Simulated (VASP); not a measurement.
Input of a VASP 6.6.1 run:

Contents of INCAR:

```
SYSTEM = BaTiO3
ALGO = Normal
EDIFF = 1E-6
ENCUT = 520
GGA = PE
ISIF = 2
ISMEAR = 0
LASPH = .True.
LCHARG = .True.
LDAU = .True.
LDAUJ = 0 0 0
LDAUL = -1 2 -1
LDAUPRINT = 1
LDAUTYPE = 2
LDAUU = 0 4 0
LELF = .True.
LMAXMIX = 4
LREAL = .False.
LVHAR = .True.
LWAVE = .False.
NBANDS = 28
NELM = 150
PREC = Accurate
SIGMA = 0.01
```

Contents of KPOINTS:

```
k-points
0
Gamma
  6 6 6
  0 0 0
```

POSCAR

```
BaTiO3
1.0
    2.8603720851      1.6514365933      2.3460535783
   -2.8603720851      1.6514365933      2.3460535783
    0.0000000000     -3.3028731867      2.3460535783
Ba Ti O
1 1 3
Direct
    0.0026800181      0.0026800181      0.0026800181
    0.5112813660      0.5112813660      0.5112813660
    0.4921763019      0.4921763019      0.9855910257
    0.4921763019      0.9855910257      0.4921763019
    0.9855910257      0.4921763019      0.4921763019
```

Potentials or basis: VASP PAW PBE potentials, release 64 (Ba_sv, Ti_sv, O).

Run with:

```sh
$ cat potpaw_PBE.64/Ba_sv/POTCAR potpaw_PBE.64/Ti_sv/POTCAR potpaw_PBE.64/O/POTCAR > POTCAR
$ mpirun -np 1 vasp_std > vasp.out
```

What does it give for the pressure?

2.7 GPa.

Predict the largest force.

0.404 eV/Å.

Forces in eV/Å, atoms in the order of the input:
```
Ba   0.000  0.000 -0.033
Ti   0.000  0.000 -0.404
O    0.000 -0.207  0.146
O   -0.179  0.103  0.146
O    0.179  0.103  0.146
```

Caveat: the cell differs from its parent crystal (atoms displaced along a vibrational mode).
